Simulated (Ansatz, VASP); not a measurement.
# Bi: VASP beside Ansatz

The input POSCAR:

```
Bi
1.0
    4.4028302907      0.0000000000      0.0000000000
   -2.2014151454      3.8129628803      0.0000000000
    0.0000000000      0.0000000000     12.0064350000
Bi
2
Direct
    0.3333333333      0.6666666667      0.2500000000
    0.6666666667      0.3333333333      0.7500000000
```

INCAR.step1

```
SYSTEM = Bi
ALGO = Normal
EDIFF = 1E-4
ENCUT = 520
GGA = PE
ISMEAR = 0
LASPH = .TRUE.
LCHARG = .FALSE.
LREAL = .FALSE.
LWAVE = .TRUE.
NBANDS = 22
NELM = 80
PREC = Accurate
SIGMA = 0.15
```

File INCAR.step2:

```
SYSTEM = Bi
ALGO = Normal
EDIFF = 1E-6
ENCUT = 520
ISIF = 2
ISMEAR = 0
ISTART = 1
LASPH = .TRUE.
LCHARG = .FALSE.
LMIXTAU = .TRUE.
LREAL = .FALSE.
LWAVE = .FALSE.
METAGGA = R2SCAN
NBANDS = 22
NELM = 80
PREC = Accurate
SIGMA = 0.15
```

The input KPOINTS:

```
k-points
0
G
  12 12 4
  0 0 0
```

Input for Ansatz:

```yaml
crystal:
  lattice:
    - [4.4028302907, 0.0, 0.0]
    - [-2.2014151454, 3.8129628803, 0.0]
    - [0.0, 0.0, 12.006435]
  atoms:
    - { symbol: Bi, position: [0.3333333333, 0.6666666667, 0.25] }
    - { symbol: Bi, position: [0.6666666667, 0.3333333333, 0.75] }
basis:
  ecutwfc: 500
kpoints:
  mp_grid: { grid: [12, 12, 4] }
hamiltonian:
  xc: r2scan
scf:
  occupations: { method: gaussian, width: 0.15 }
output:
  forces: true
  stress: true
  eigenvalues: true
```

Change from the starting cell: strain -0.030 along x and y, +0.015 along z, atoms carried along.

Alike in both runs: task single point; functional r2SCAN; k mesh 12 × 12 × 4; occupations gaussian, width 0.15 eV; no spin polarisation.

|  | VASP | Ansatz |
| --- | --- | --- |
| version | VASP 6.6.1 | Ansatz 0.2.0 |
| potentials or method | VASP PAW PBE potentials, release 64 (Bi_d), cutoff 520 eV | scalar-relativistic, plane waves, PAW |
| valence electrons in the cell | 30 | 30 |

|  | VASP | Ansatz | Ansatz less VASP |
| --- | --- | --- | --- |
| gap on the k mesh at the Fermi level (eV) | none | none | - |
| pressure (GPa) | -3.8 | -3.8 | +0.02 |
| traceless stress, the component that is largest in VASP (GPa) | 3.41 | 3.41 | +0.001 |

VASP's potentials were made for PBE, not for r2SCAN. A gap of «none» marks a metal or a gap that the smearing closes.

Spin-orbit coupling is off throughout.
